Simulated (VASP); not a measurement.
# BN (a cell with a defect) in VASP: single point with PBE

Aim: the single point of BN (a cell with a defect) with PBE.

All numbers are computed with VASP 6.6.1; they aren't measurements. Logs are shortened: lines on timing, memory, paths and dates and some standing lists are left out, and cuts for length are marked.

## (1) The cell of the first run

The cell holds a defect, 34 atoms: a = 7.465 Å, b = 7.465 Å, c = 6.495 Å, α = 90.00°, β = 90.00°, γ = 120.00°.

## (2) Single point, PBE

INCAR reads:

```
SYSTEM = BN
  PREC = Accurate
  ENCUT = 520
  EDIFF = 1E-6
  ISMEAR = -1
  SIGMA = 0.01
  LREAL = Auto
  LASPH = .True.
  NELM = 120
  ALGO = Normal
  ISIF = 2
  LWAVE = .False.
  LCHARG = .False.
  GGA = PE
  NBANDS = 91
  GGA_COMPAT = .False.
  ISYM = -1
```

KPOINTS reads:

```
explicit points
4
Reciprocal
  0.25000000   0.25000000   0.25000000 2
  0.25000000   0.25000000   0.75000000 2
  0.25000000   0.75000000   0.25000000 2
  0.25000000   0.75000000   0.75000000 2
```

POSCAR reads:

```
BN
1.0
    7.4650312844      0.0000000000      0.0000000000
   -3.7325156422      6.4649067324      0.0000000000
    0.0000000000      0.0000000000      6.4954828762
B N
17 17
Direct
    0.1152532431      0.2214421614      0.2507878424
    0.2318966492      0.1027831732      0.7509812465
    0.1149827889      0.5543062846      0.2507973983
    0.2321478233      0.4436471764      0.7504494482
    0.1148322547      0.8877400741      0.2505726830
    0.2129572130      0.7665226263      0.7502999707
    0.4487218058      0.2218104230      0.2508149798
    0.5313557066      0.1055568519      0.7507555811
    0.4487308973      0.5544118099      0.2508323288
    0.4485307752      0.8877959922      0.2508092455
    0.5597550963      0.7844314476      0.7503443813
    0.7817616364      0.2214008804      0.2510959633
    0.8901476257      0.1191149272      0.7510812508
    0.7811494006      0.5543782678      0.2507536369
    0.8722470664      0.4413681141      0.7509210682
    0.7816688183      0.8877860330      0.2508697257
    0.8803988357      0.7795453005      0.7513887324
    0.1236508644      0.2201356253      0.7508200830
    0.2258071972      0.1103844123      0.2504429790
    0.1044232005      0.5463493469      0.7501357842
    0.2258166374      0.4437363737      0.2507497785
    0.1072277426      0.8828942426      0.7507341131
    0.2258055908      0.7770780887      0.2506498664
    0.5591098663      0.1104676519      0.2510757684
    0.4518644717      0.5706843061      0.7493489992
    0.5590121069      0.4436850127      0.2508075103
    0.4363480593      0.8865513441      0.7501932443
    0.5592937885      0.7772778639      0.2508286849
    0.7611234418      0.2199870148      0.7511038109
    0.8926152389      0.1106679289      0.2511571881
    0.7728273424      0.5640202031      0.7524149420
    0.8923805912      0.4437977822      0.2509087770
    0.7814783681      0.9008194045      0.7511551052
    0.8924446910      0.7772220346      0.2505900486
```

Potentials or basis: VASP PAW PBE potentials, release 64 (B, N).

Run with:

```console
$ cat potpaw_PBE.64/B/POTCAR potpaw_PBE.64/N/POTCAR > POTCAR
$ mpirun -np 1 vasp_std > vasp.out
```

OUTCAR:

```text
SYSTEM = BN
   PREC = Accurate
   ENCUT = 520
   EDIFF = 1E-6
   ISMEAR = -1
   LREAL = Auto
   LASPH = .True.
   NELM = 120
   ISIF = 2
   GGA = PE
   ISYM = -1

 ion  position               nearest neighbor table
   1  0.115  0.221  0.251-  19 1.43  21 1.44  30 1.44
   2  0.232  0.103  0.751-  22 1.43  18 1.46
   3  0.115  0.554  0.251-  21 1.43  32 1.44  23 1.44
   4  0.232  0.444  0.750-  25 1.43  18 1.45  20 1.49
   5  0.115  0.888  0.251-  23 1.43  34 1.44  19 1.44
   6  0.213  0.767  0.750-  20 1.42  22 1.44  27 1.45
   7  0.449  0.222  0.251-  24 1.43  26 1.43  19 1.44
   8  0.531  0.106  0.751-  27 1.42  29 1.49
   9  0.449  0.554  0.251-  26 1.43  28 1.44  21 1.44
  10  0.449  0.888  0.251-  28 1.43  24 1.44  23 1.44
  11  0.560  0.784  0.750-  25 1.38  33 1.43  27 1.46
  12  0.782  0.221  0.251-  30 1.43  32 1.44  24 1.44
  13  0.890  0.119  0.751-  33 1.41  29 1.49  18 1.51
  14  0.781  0.554  0.251-  32 1.43  26 1.44  34 1.44
[... 8 lines left out ...]
  23  0.226  0.777  0.251-   5 1.43  10 1.44   3 1.44
  24  0.559  0.110  0.251-   7 1.43  12 1.44  10 1.44
  25  0.452  0.571  0.749-  11 1.38   4 1.43
  26  0.559  0.444  0.251-   9 1.43   7 1.43  14 1.44
  27  0.436  0.887  0.750-   8 1.42   6 1.45  11 1.46
  28  0.559  0.777  0.251-  10 1.43  16 1.44   9 1.44
  29  0.761  0.220  0.751-  15 1.43   8 1.49  13 1.49
  30  0.893  0.111  0.251-  12 1.43   1 1.44  16 1.44
  31  0.773  0.564  0.752-  17 1.39  15 1.44
  32  0.892  0.444  0.251-  14 1.43  12 1.44   3 1.44
  33  0.781  0.901  0.751-  13 1.41  17 1.43  11 1.43
  34  0.892  0.777  0.251-  16 1.43   5 1.44  14 1.44

IMPORTANT INFORMATION: All symmetrisations will be switched off!
NOSYMM: (Re-)initialisation of all symmetry stuff for point group C_1.

----------------------------------------------------------------------------------------

                                     Primitive cell

  volume of cell :     313.4768

  direct lattice vectors                    reciprocal lattice vectors
     7.465031284  0.000000000  0.000000000     0.133957911  0.077340636  0.000000000
    -3.732515642  6.464906732  0.000000000     0.000000000  0.154681273  0.000000000
     0.000000000  0.000000000  6.495482876     0.000000000  0.000000000  0.153953142

  length of vectors
     7.465031284  7.465031284  6.495482876     0.154681273  0.154681273  0.153953142

  position of ions in fractional coordinates (direct lattice)
     0.115253243  0.221442161  0.250787842
     0.231896649  0.102783173  0.750981246
     0.114982789  0.554306285  0.250797398
     0.232147823  0.443647176  0.750449448
     0.114832255  0.887740074  0.250572683
     0.212957213  0.766522626  0.750299971
[... 104 lines left out ...]
   ISIF   =      2    stress and relaxation
   ISYM   =     -1    0-nonsym 1-usesym 2-fastsym
   POTIM  = 0.5000    time-step for ionic-motion
   TEBEG  =    0.0;   TEEND  =   0.0 temperature during run
   PSTRESS=    0.0 pullay stress
   NELECT =     136.0000    total number of electrons
   NUPDOWN=      -1.0000    fix difference up-down
   EMIN   =  10.00;   EMAX   =-10.00  energy-range for DOS
   EFERMI =   0.00;   METHOD = LEGACY
   ISMEAR =    -1;   SIGMA  =   0.01  broadening in eV -4-tet -1-fermi 0-gaus
   EFERMI_NEDOS =   21; number of points for ismear=-14 and -15
   IALGO  =     38    algorithm
   IMIX   =      4    mixing-type and parameters
     AMIX     =   0.40;   BMIX     =  1.00
     AMIX_MAG =   1.60;   BMIX_MAG =  1.00
  volume/ion in A,a.u.               =       9.22        62.22
  Fermi-wavevector in a.u.,A,eV,Ry     =   1.239327  2.341989 20.897626  1.535932
  Thomas-Fermi vector in A             =   2.373815
   LORBIT       =      0    0 simple, 1 ext, 2 COOP (PROOUT), +10 PAW based schemes
   GGA     = PE    functional components
   LHFCALC =     F    Hartree Fock is set to
   AEXX    =    0.0000 exact exchange contribution
   IVDW    =     0    specifies the selected vdW correction
   LEPSILON=     F    determine dielectric tensor
   LRPA    =     F    only Hartree local field effects (RPA)
 non-spin polarized calculation
  energy-cutoff  :      520.00
  volume of cell :      313.48
 maximum number of plane-waves:      8452
 NGX is ok and might be reduce to    56
   NGX = 27   NGY = 27   NGZ = 25

 number of electron     136.0000000 magnetization

 Free energy of the ion-electron system (eV)
  ---------------------------------------------------
  ext. energy  EPLUGINS =         0.00000000
  ---------------------------------------------------
  free energy    TOTEN  =      -289.52424622 eV

  energy without entropy =     -289.52424622  energy(sigma->0) =     -289.52424622

 E-fermi :   2.3306     XC(G=0): -10.0168

 val. band max:        2.0946883620   @ k =   0.2500   0.7500   0.2500
 cond. band min:       2.5739192848   @ k =   0.2500   0.7500   0.2500
 fundamental gap:      0.4792309228
 Fermi energy:         2.3306317290

 k-point     1 :       0.2500    0.2500    0.2500
  band No.  band energies     occupation
      1     -15.3141      2.00000
      2     -15.1088      2.00000
      3     -14.8578      2.00000
      4     -14.6931      2.00000
      5     -14.6342      2.00000
      6     -14.1445      2.00000
[... 321 lines left out ...]
     79       8.6622      0.00000
     80       8.8095      0.00000
 [bands above 80 left out]

------------------------ aborting loop because EDIFF is reached ----------------------------------------

  FORCE on cell =-STRESS in cart. coord.  units (eV):
  Direction    XX          YY          ZZ          XY          YZ          ZX
  --------------------------------------------------------------------------------------
  -------------------------------------------------------------------------------------
  Total       -9.2273004     23.8738154      6.2083300     -1.2988712      0.0048098      0.0072621
  in kB      -47.1606630    122.0188915     31.7307279     -6.6385210      0.0245831      0.0371165
  external PRESSURE =      35.5296521 kB  Pullay stress =       0.0000000 kB

 VOLUME and BASIS-vectors are now :
 -----------------------------------------------------------------------------
  energy-cutoff  :      520.00
  volume of cell :      313.48
      direct lattice vectors                 reciprocal lattice vectors
     7.465031284  0.000000000  0.000000000     0.133957911  0.077340636  0.000000000
    -3.732515642  6.464906732  0.000000000     0.000000000  0.154681273  0.000000000
     0.000000000  0.000000000  6.495482876     0.000000000  0.000000000  0.153953142

 POSITION                                       TOTAL-FORCE (eV/Angst)
 -----------------------------------------------------------------------------------
      0.03383      1.43160      1.62899        -0.176049      0.085860     -0.000324
      1.34748      0.66448      4.87799         0.184795     -0.052135     -0.008943
     -1.21061      3.58354      1.62905        -0.209381      0.117839     -0.001144
      0.07707      2.86814      4.87453         0.052801     -0.443589     -0.010939
     -2.45628      5.73916      1.62759        -0.174048      0.106919     -0.000039
     -1.27133      4.95550      4.87356         0.136988     -0.052121     -0.000002
[... 26 lines left out ...]
      2.47144      5.82371      4.87912        -0.296834      0.039310     -0.002897
      3.76113      5.02467      1.62770         0.180487     -0.105654      0.008295
 -----------------------------------------------------------------------------------
    total drift:                               -0.003842      0.000378     -0.000692

  FREE ENERGIE OF THE ION-ELECTRON SYSTEM (eV)
  ---------------------------------------------------
  free  energy   TOTEN  =      -289.5242462238 eV

  energy  without entropy=     -289.5242462237  energy(sigma->0) =     -289.52424622
```

stdout:

```text
POSCAR found type information on POSCAR B N
 POSCAR found :  2 types and      34 ions
 scaLAPACK will be used
 LDA part: xc-table for (Slater+PW92), standard interpolation
 POSCAR, INCAR and KPOINTS ok, starting setup
 FFT: planning ... GRIDC
 FFT: planning ... GRID_SOFT
 FFT: planning ... GRID
 WAVECAR not read
 entering main loop
```

Wall time 5.9 min (1 thread of Intel Xeon Platinum 8488C (Sapphire Rapids), shared host); peak memory 0.39 GiB.

What came out:

```
Free energy            : -289.5242 eV
Pressure               : 3.6 GPa
Largest force          : 0.464 eV/Å
Band gap on the k mesh : 0.48 eV
```

Forces on the atoms (eV/Å):
```
B   -0.176  0.086  0.000
B    0.185 -0.052 -0.009
B   -0.209  0.118 -0.001
B    0.053 -0.444 -0.011
B   -0.174  0.107  0.000
B    0.137 -0.052  0.000
B   -0.198  0.110 -0.005
B    0.155  0.039  0.003
B   -0.177  0.103 -0.001
B   -0.208  0.117  0.004
B    0.366  0.021  0.002
B   -0.196  0.110 -0.001
B    0.344 -0.056 -0.005
B   -0.194  0.104 -0.004
B   -0.053 -0.005  0.007
B   -0.175  0.111  0.000
B    0.079 -0.129 -0.005
N   -0.359  0.293  0.016
N    0.180 -0.096  0.008
N   -0.231  0.240  0.016
N    0.186 -0.092 -0.001
N    0.159  0.136  0.008
N    0.182 -0.103  0.000
N    0.196 -0.116 -0.005
N   -0.027 -0.265  0.011
N    0.195 -0.106  0.004
N   -0.352 -0.003  0.005
N    0.178 -0.115 -0.003
N   -0.371  0.004 -0.011
N    0.172 -0.101 -0.007
N    0.254  0.214 -0.020
N    0.195 -0.111  0.002
N   -0.297  0.039 -0.003
N    0.180 -0.106  0.008
```

Stress tensor (GPa, compression positive):
```
-4.72 -0.66  0.00
-0.66 12.20  0.00
 0.00  0.00  3.17
```

Caveat: semilocal functionals underestimate gaps, and a narrow one can read as zero.
